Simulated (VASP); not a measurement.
Input of a VASP 6.6.1 run:

The input INCAR:

```
SYSTEM = Sb
ALGO = Normal ; EDIFF = 1E-8
ENCUT = 520 ; GGA = PS
ISIF = 2 ; ISMEAR = -1
LASPH = .TRUE. ; LCHARG = .FALSE.
LEFG = .TRUE. ; LREAL = .FALSE.
LWAVE = .FALSE. ; NBANDS = 8
NELM = 100 ; PREC = Accurate
SIGMA = 0.05
```

KPOINTS

```
k-points
0
G
  13 13 13
  0 0 0
```

Contents of POSCAR:

```
Sb
1.0
    3.1600000000      0.0000000000      0.0000000000
    0.0000000000      3.1600000000      0.0000000000
    0.0000000000      0.0000000000      3.1600000000
Sb
1
Direct
    0.0000000000      0.0000000000      0.0000000000
```

Potentials or basis: VASP PAW PBE potentials, release 64 (Sb).

Command:

```console
$ cat potpaw_PBE.64/Sb/POTCAR > POTCAR
$ mpirun -np 1 vasp_std > vasp.out
```

Problem. What does it give for the pressure?

Solution. -4.9 GPa.

Caveat: without QUAD_EFG the Cq values of the log hold for a quadrupole moment of 1 mb, not for the nuclei; the PAW data sets were made with another functional, which shifts forces and pressure a little.
